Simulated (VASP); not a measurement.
# TiB2N3 (P4/mmm) in VASP: further runs, part 2 of 2

VASP 6.6.1.

### Step 4. Relaxation of cell and atoms, PBE

Input file INCAR:

```
PREC     = Accurate       # precision mode
ENCUT    = 600            # plane-wave cutoff, eV
EDIFF    = 1E-6           # SCF threshold, eV
ISMEAR   = 0              # smearing method
SIGMA    = 0.1            # smearing width, eV
LREAL    = False          # projectors in reciprocal space
LASPH    = True           # aspherical terms in the spheres
NELM     = 80             # most SCF steps
ALGO     = Normal         # electronic algorithm
ISIF     = 3              # what is computed and relaxed
LWAVE    = False          # write WAVECAR
LCHARG   = False          # write CHGCAR
GGA      = PE             # functional
IBRION   = 2              # ionic algorithm
NSW      = 90             # ionic steps
EDIFFG   = -0.04          # ionic threshold
```

Input file KPOINTS:

```
Automatic mesh
0
Gamma
  6 6 4
```

Input file POSCAR:

```
TiB2N3
1.0
    2.8003686941      0.0000000000      0.0000000000
    0.0000000000      2.8003686941      0.0000000000
    0.0000000000      0.0000000000      6.6702798289
Ti B N
1 2 3
Direct
    0.5000000000      0.5000000000      0.5000000000
    0.5000000000      0.5000000000      0.8764174999
    0.5000000000      0.5000000000      0.1235825001
    0.0000000000      0.0000000000      0.0000000000
    0.0000000000      0.0000000000      0.6058304491
    0.0000000000      0.0000000000      0.3941695509
```

The run is started by

```bash
cat potpaw_PBE.64/Ti_sv/POTCAR potpaw_PBE.64/B/POTCAR potpaw_PBE.64/N/POTCAR > POTCAR
mpirun -np 1 vasp_std > vasp.out
```

Run time: 2.6 min. Hardware: 1 thread of AMD EPYC 7R43 (Zen 3), shared host; peak memory 0.16 GiB.

It converged, with:

```
Free energy                            : -39.8714 eV
Relaxed volume                         : 8.69 Å³/atom
Relaxed cell                           : a = 2.806 Å, b = 2.806 Å, c = 6.628 Å, α = 90.00°, β = 90.00°, γ = 90.00°
Space group after relaxing (to 0.05 Å) : P4/mmm (No. 123)
Energy gained by relaxing              : 0.6 meV/atom
Ionic steps                            : 4
Pressure after relaxing                : -0.2 GPa
Largest force after relaxing           : 0.022 eV/Å
```

Forces on the atoms (eV/Å):
```
Ti   0.000  0.000  0.000
B    0.000  0.000 -0.022
B    0.000  0.000  0.022
N    0.000  0.000  0.000
N    0.000  0.000  0.004
N    0.000  0.000 -0.004
```

Step by step:
```csv
step,energy change (eV),largest force (eV/Å),pressure (GPa),volume (Å³)
1,0.0000,0.1821,0.24,52.31
2,-0.0020,0.1575,-0.95,52.41
3,-0.0026,0.0989,-0.60,52.38
4,-0.0037,0.0222,-0.16,52.17
```

Final structure:
```xyz
6
Lattice="2.8056 0.0000 0.0000 0.0000 2.8056 0.0000 0.0000 0.0000 6.6276" Properties=species:S:1:pos:R:3 pbc="T T T"
Ti    1.4028    1.4028    3.3138
B     1.4028    1.4028    5.8052
B     1.4028    1.4028    0.8223
N     2.8056    0.0000    0.0000
N     0.0000    2.8056    4.0225
N     0.0000    0.0000    2.6050
```

Levels at points of the mesh, in eV from the Fermi level:
```tsv
k point	band 13	band 14	band 15	band 16	band 17	band 18	band 19	band 20
(0.00, 0.00, 0.00)	-2.46	-2.46	-1.98	-1.33	-1.33	0.37	1.90	1.93
(0.50, 0.00, 0.00)	-3.17	-1.90	-0.47	0.69	1.03	2.17	2.42	2.61
(0.50, 0.50, 0.00)	-4.51	-4.51	-4.08	-1.11	-0.92	-0.52	2.69	2.69
(0.00, 0.00, 0.50)	-2.66	-2.66	-1.98	-1.13	-1.13	-0.57	0.89	1.93
(0.50, 0.00, 0.50)	-3.26	-1.73	-0.51	1.08	2.02	2.02	2.06	2.57
(0.50, 0.50, 0.50)	-4.65	-4.07	-4.07	-1.77	-0.43	0.79	2.22	2.22
```

Caveat: the k points lie up to 0.37 Å⁻¹ apart in the final cell.

### Step 5. Single point, PBE

This run uses another cell than the first one, of 8.67 Å³/atom, 0.996 times its volume.

Input file INCAR:

```
SYSTEM = TiB2N3
ALGO     = Normal         ! electronic algorithm
EDIFF    = 1E-6           ! SCF threshold, eV
ENCUT    = 520            ! plane-wave cutoff, eV
GGA      = PE             ! functional
ISIF     = 2              ! what is computed and relaxed
ISMEAR   = 0              ! smearing method
LASPH    = .True.         ! aspherical terms in the spheres
LCHARG   = .False.        ! write CHGCAR
LREAL    = .False.        ! projectors in reciprocal space
LWAVE    = .False.        ! write WAVECAR
NBANDS   = 26             ! bands
NELM     = 60             ! most SCF steps
PREC     = Accurate       ! precision mode
SIGMA    = 0.1            ! smearing width, eV
```

Input file KPOINTS:

```
k-points
0
Gamma
  14 14 6
  0 0 0
```

Input file POSCAR:

```
TiB2N3
1.0
    2.7985943821      0.0000000000      0.0000000000
    0.0000000000      2.7985943821      0.0000000000
    0.0000000000      0.0000000000      6.6411605578
Ti B N
1 2 3
Direct
    0.5000000000      0.5000000000      0.5000000000
    0.5000000000      0.5000000000      0.8749549522
    0.5000000000      0.5000000000      0.1250450478
    0.0000000000      0.0000000000      0.0000000000
    0.0000000000      0.0000000000      0.6068429691
    0.0000000000      0.0000000000      0.3931570309
```

The run is started by

```bash
cat potpaw_PBE.64/Ti_sv/POTCAR potpaw_PBE.64/B/POTCAR potpaw_PBE.64/N/POTCAR > POTCAR
mpirun -np 1 vasp_std > vasp.out
```

Wall time 5.2 min (1 thread of AMD EPYC 7R43 (Zen 3), shared host); peak memory 0.27 GiB.

It converged, with:

* Free energy: -39.8532 eV
* Pressure: 0.4 GPa
* Largest force: 0.188 eV/Å

Forces in eV/Å, atoms in the order of the input:
```
Ti   0.000  0.000  0.000
B    0.000  0.000 -0.009
B    0.000  0.000  0.009
N    0.000  0.000  0.000
N    0.000  0.000  0.188
N    0.000  0.000 -0.188
```

Stress tensor (GPa, compression positive):
```
0.34 0.00 0.00
0.00 0.34 0.00
0.00 0.00 0.61
```

Levels at points of the mesh, in eV from the Fermi level:
| k point | band 13 | band 14 | band 15 | band 16 | band 17 | band 18 | band 19 | band 20 | band 21 | band 22 |
| --- | --- | --- | --- | --- | --- | --- | --- | --- | --- | --- |
| (0.00, 0.00, 0.00) | -2.48 | -2.48 | -1.97 | -1.32 | -1.32 | 0.42 | 1.89 | 1.99 | 3.59 | 5.53 |
| (0.50, 0.00, 0.00) | -3.24 | -1.88 | -0.50 | 0.68 | 1.05 | 2.22 | 2.44 | 2.66 | 2.86 | 2.92 |
| (0.50, 0.50, 0.00) | -4.52 | -4.52 | -4.07 | -1.15 | -0.87 | -0.49 | 2.61 | 2.61 | 3.71 | 3.89 |
| (0.00, 0.00, 0.50) | -2.67 | -2.67 | -1.97 | -1.12 | -1.12 | -0.57 | 0.94 | 1.99 | 3.94 | 5.55 |
| (0.50, 0.00, 0.50) | -3.27 | -1.79 | -0.53 | 1.10 | 2.03 | 2.07 | 2.10 | 2.61 | 2.90 | 3.03 |
| (0.50, 0.50, 0.50) | -4.64 | -4.09 | -4.09 | -1.72 | -0.47 | 0.84 | 2.15 | 2.15 | 3.71 | 3.89 |

### Step 6. Single point, PBE, collinear spin, ferromagnetic start

This run uses another cell than the first one, of 11.59 Å³/atom, 1.331 times its volume.

Input file INCAR:

```
SYSTEM = TiB2N3
ALGO = Normal
EDIFF = 1E-7
ENCUT = 520
GGA = PE
ISIF = 2
ISMEAR = 0
ISPIN = 2
LASPH = .TRUE.
LCHARG = .TRUE.
LELF = .TRUE.
LMAXMIX = 4
LORBIT = 11
LREAL = .FALSE.
LVHAR = .TRUE.
LWAVE = .FALSE.
MAGMOM = 1 0 0 0 0 0
NBANDS = 30
NELM = 150
PREC = Accurate
SIGMA = 0.1
```

Input file KPOINTS:

```
k-points
0
G
  6 6 2
  0 0 0
```

Input file POSCAR:

```
TiB2N3
1.0
    2.7503260400      0.0000000000      0.0000000000
    0.0000000000      2.7503260400      0.0000000000
    0.0000000000      0.0000000000      9.1938105900
Ti B N
1 2 3
Direct
    0.5000000000      0.5000000000      0.5000000000
    0.5000000000      0.5000000000      0.8473602500
    0.5000000000      0.5000000000      0.1526397500
    0.0000000000      0.0000000000      0.0000000000
    0.0000000000      0.0000000000      0.7145522800
    0.0000000000      0.0000000000      0.2854477200
```

Potentials or basis: VASP PAW PBE potentials, release 64 (Ti_sv, B, N).

The run is started by

```bash
cat potpaw_PBE.64/Ti_sv/POTCAR potpaw_PBE.64/B/POTCAR potpaw_PBE.64/N/POTCAR > POTCAR
mpirun -np 1 vasp_std > vasp.out
```

OUTCAR:

```text
SYSTEM = TiB2N3
   EDIFF = 1E-7
   ENCUT = 520
   GGA = PE
   ISIF = 2
   ISMEAR = 0
   ISPIN = 2
   LASPH = .TRUE.
   LORBIT = 11
   LREAL = .FALSE.
   NELM = 150
   PREC = Accurate

 ion  position               nearest neighbor table
   1  0.500  0.500  0.500-
   2  0.500  0.500  0.847-
   3  0.500  0.500  0.153-
   4  0.000  0.000  0.000-
   5  0.000  0.000  0.715-
   6  0.000  0.000  0.285-

  LATTYP: Found a simple tetragonal cell.
 ALAT       =     2.7503260400
 C/A-ratio  =     3.3428075276

  Lattice vectors:

 A1 = (   2.7503260400,   0.0000000000,   0.0000000000)
 A2 = (   0.0000000000,   2.7503260400,   0.0000000000)
 A3 = (   0.0000000000,   0.0000000000,   9.1938105900)

Analysis of symmetry for initial positions (statically):
=====================================================================
 Subroutine PRICEL returns:
[... 1446 lines left out ...]
  -------------------------------------------------------------------------------------
  Total      -13.5299878    -13.5299878    -21.2183572      0.0000000      0.0000000      0.0000000
  in kB     -311.7052196   -311.7052196   -488.8306456      0.0000000      0.0000000      0.0000000
  external PRESSURE =    -370.7470283 kB  Pullay stress =       0.0000000 kB

 VOLUME and BASIS-vectors are now :
 -----------------------------------------------------------------------------
  energy-cutoff  :      520.00
  volume of cell :       69.54
      direct lattice vectors                 reciprocal lattice vectors
     2.750326040  0.000000000  0.000000000     0.363593256  0.000000000  0.000000000
     0.000000000  2.750326040  0.000000000     0.000000000  0.363593256  0.000000000
     0.000000000  0.000000000  9.193810590     0.000000000  0.000000000  0.108768828

 POSITION                                       TOTAL-FORCE (eV/Angst)
 -----------------------------------------------------------------------------------
      1.37516      1.37516      4.59691         0.000000     -0.000000     -0.000000
      1.37516      1.37516      7.79047         0.000000     -0.000000     -0.728790
      1.37516      1.37516      1.40334         0.000000     -0.000000      0.728790
      0.00000      0.00000      0.00000         0.000000     -0.000000     -0.000000
      0.00000      0.00000      6.56946        -0.000000      0.000000     -0.547666
      0.00000      0.00000      2.62435         0.000000     -0.000000      0.547666
 -----------------------------------------------------------------------------------
    total drift:                                0.000000      0.000000      0.000000

  FREE ENERGIE OF THE ION-ELECTRON SYSTEM (eV)
  ---------------------------------------------------
  free  energy   TOTEN  =       -31.5134923579 eV

  energy  without entropy=      -31.4917402052  energy(sigma->0) =      -31.50261628

 total charge

# of ion       s       p       d       tot
------------------------------------------
    1        2.164   6.043   1.855  10.062
    2        0.716   0.504   0.000   1.220
    3        0.716   0.504   0.000   1.220
    4        1.372   1.959   0.000   3.331
    5        1.340   2.041   0.000   3.381
    6        1.340   2.041   0.000   3.381
--------------------------------------------------
tot          7.648  13.092   1.855  22.595

 magnetization (x)

# of ion       s       p       d       tot
------------------------------------------
    1        0.001   0.001   0.034   0.036
    2       -0.003  -0.003   0.000  -0.006
    3       -0.003  -0.003   0.000  -0.006
    4        0.001   0.049   0.000   0.050
    5        0.000   0.019   0.000   0.020
    6        0.000   0.019   0.000   0.020
--------------------------------------------------
tot         -0.003   0.082   0.034   0.113
```

OSZICAR:

```text
N       E                     dE             d eps       ncg     rms          rms(c)
DAV:   1     0.259414759462E+03    0.25941E+03   -0.15199E+04  2400   0.113E+03
DAV:   2    -0.714872621911E+01   -0.26656E+03   -0.24511E+03  2614   0.311E+02
DAV:   3    -0.365104380871E+02   -0.29362E+02   -0.27479E+02  3690   0.929E+01
[... 22 lines left out ...]
DAV:  26    -0.315134906561E+02   -0.16160E-05   -0.10443E-05  2674   0.186E-02    0.209E-03
DAV:  27    -0.315134916974E+02   -0.10414E-05   -0.11310E-05  2696   0.177E-02    0.166E-03
DAV:  28    -0.315134921753E+02   -0.47787E-06   -0.39611E-06  2720   0.107E-02    0.180E-03
DAV:  29    -0.315134923101E+02   -0.13482E-06   -0.48968E-07  2542   0.390E-03    0.130E-03
DAV:  30    -0.315134923579E+02   -0.47774E-07   -0.15661E-07  1992   0.214E-03
   1 F= -.31513492E+02 E0= -.31502616E+02  d E =-.217522E-01  mag=     0.1440
```

stdout:

```text
POSCAR found type information on POSCAR TiB N
 POSCAR found :  3 types and       6 ions
 scaLAPACK will be used
 LDA part: xc-table for (Slater+PW92), standard interpolation
 POSCAR, INCAR and KPOINTS ok, starting setup
 FFT: planning ... GRIDC
 FFT: planning ... GRID_SOFT
 FFT: planning ... GRID
 WAVECAR not read
 entering main loop
```

Wall time 3.2 min (1 thread of AMD EPYC 7R43 (Zen 3), shared host); peak memory 0.19 GiB.

Results:

```
Free energy                                           : -31.5135 eV
Pressure                                              : -37.1 GPa
Largest force                                         : 0.729 eV/Å
Net moment                                            : 0.14 μB per cell
Site moments                                          : Ti +0.04; B -0.01; N +0.05, +0.02 μB
Valence electrons inside the program's atomic spheres : Ti 10.06; B 1.22; N 3.33, 3.38
```

Forces on the atoms (eV/Å):
```
Ti   0.000  0.000  0.000
B    0.000  0.000 -0.729
B    0.000  0.000  0.729
N    0.000  0.000  0.000
N    0.000  0.000 -0.548
N    0.000  0.000  0.548
```

Levels at points of the mesh, in eV from the Fermi level:
Spin up:
```csv
k point,band 13,band 14,band 15,band 16,band 17,band 18,band 19,band 20,band 21,band 22
"(0.00, 0.00, 0.00)",-0.87,-0.87,-0.48,-0.48,-0.05,0.38,0.38,1.49,2.02,2.28
"(0.50, 0.00, 0.00)",-1.06,-0.97,-0.59,0.24,0.68,0.69,1.41,1.83,1.89,2.16
"(0.50, 0.50, 0.00)",-2.86,-2.53,-2.53,-2.18,-1.62,0.22,0.22,0.49,0.60,1.00
"(0.00, 0.00, 0.50)",-0.95,-0.26,-0.26,-0.25,-0.22,0.19,0.19,0.87,2.34,2.34
"(0.50, 0.00, 0.50)",-1.55,-0.60,-0.44,0.35,0.40,0.88,0.97,1.88,2.16,2.28
"(0.50, 0.50, 0.50)",-2.83,-2.83,-2.82,-1.77,-0.95,-0.86,0.81,0.81,1.25,1.59
```
Spin down:
```tsv
k point	band 15	band 16	band 17	band 18	band 19	band 20
(0.00, 0.00, 0.00)	-0.44	-0.44	-0.02	0.46	0.46	1.51
(0.50, 0.00, 0.00)	-0.59	0.30	0.74	0.78	1.45	1.86
(0.50, 0.50, 0.00)	-2.46	-2.14	-1.63	0.23	0.23	0.49
(0.00, 0.00, 0.50)	-0.21	-0.21	-0.21	0.27	0.27	0.89
(0.50, 0.00, 0.50)	-0.41	0.40	0.49	0.96	0.98	1.90
(0.50, 0.50, 0.50)	-2.77	-1.78	-0.90	-0.83	0.84	0.84
```

Caveat: the k points lie up to 0.38 Å⁻¹ apart.

### Step 7. Summary

```tsv
task	spin	cell	k mesh	cutoff (eV)	gap on the mesh (eV)	pressure (GPa)	moment (μB)	largest force (eV/Å)
single point	off	a = 2.808, b = 2.808, c = 6.628 Å, 6 atoms	6 × 6 × 4	520	none	0.5	-	0.21
single point	collinear, ferromagnetic start	a = 2.800, b = 2.800, c = 6.670 Å, 6 atoms	6 × 6 × 2	520	none	0.5	0.00	0.21
relaxation of cell and atoms	off	relaxed from a = 2.800, b = 2.800, c = 6.670 Å, 6 atoms	6 × 6 × 4	600	none	-0.2	-	0.02
single point	off	a = 2.799, b = 2.799, c = 6.641 Å, 6 atoms	14 × 14 × 6	520	none	0.4	-	0.19
single point	collinear, ferromagnetic start	a = 2.750, b = 2.750, c = 9.194 Å, 6 atoms	6 × 6 × 2	520	none	-37.1	0.14	0.73
```

Alike in all rows: level PBE; potentials or basis VASP PAW PBE potentials, release 64 (Ti_sv, B, N); smearing gaussian 0.1 eV.

Caveats: some runs use coarse meshes.

Absolute energies hang on the potentials; compare differences alone.
